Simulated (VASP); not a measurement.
# Ga: relaxation of cell and atoms with PBEsol

The system is Ga.

```
Ga
1.0
     0.00000    2.06901    2.06901
     2.06901    0.00000    2.06901
     2.06901    2.06901    0.00000
Ga
1
Cartesian
  0.0000 0.0000 0.0000
```

| Quantity | Value |
| --- | --- |
| Program | VASP 6.6.1 |
| Task | relaxation of cell and atoms |
| Functional | PBEsol |
| Potentials or basis | VASP PAW PBE potentials, release 64 (Ga_d) |
| Cutoff | 600 eV |
| k mesh | 18 × 18 × 18 |
| Occupations | gaussian, width 0.1 eV |
| Spin | no spin polarisation |
| Dipole correction | no |
| Further INCAR settings | ALGO = Normal; EDIFF = 1e-06; IBRION = 2; EDIFFG = -0.01; NSW = 80; ISIF = 3 |

```yaml
Relaxed_volume: 17.78 Å³/atom
Relaxed_cell: a = 2.930 Å, b = 2.930 Å, c = 2.930 Å, α = 60.00°, β = 60.00°, γ = 60.00°
Space_group_after_relaxing_to_0.05_Å: Fm-3m (No. 225)
Energy_gained_by_relaxing: 0.1 meV/atom
Ionic_steps: 2
Pressure_after_relaxing: 0.0 GPa
```

Final structure:
```
CELL_PARAMETERS angstrom
0.00000 2.07148 2.07148
2.07148 0.00000 2.07148
2.07148 2.07148 0.00000
ATOMIC_POSITIONS crystal
Ga 0.00000 0.00000 0.00000
```

Levels at points of the mesh, in eV from the Fermi level:
| k point | band 3 | band 4 | band 5 | band 6 | band 7 | band 8 | band 9 | band 10 |
| --- | --- | --- | --- | --- | --- | --- | --- | --- |
| (0.00, 0.00, 0.00) | -14.97 | -14.83 | -14.83 | -11.60 | 12.79 | 12.79 | 12.79 | 16.10 |
| (0.50, 0.00, 0.00) | -14.96 | -14.71 | -14.71 | -5.09 | -4.35 | 10.28 | 10.28 | 14.83 |
| (0.50, 0.50, 0.00) | -14.72 | -14.68 | -14.68 | -2.84 | -2.31 | 5.03 | 5.03 | 8.52 |

Wall time 91 s on 1 thread of AMD EPYC 7R43 64-Core Processor (Zen 3), on a shared host, peak memory 0.14 GiB.

Caveat: the PAW data sets were made with another functional, which shifts forces and pressure a little. Zero-point motion and thermal expansion aren't in these numbers.
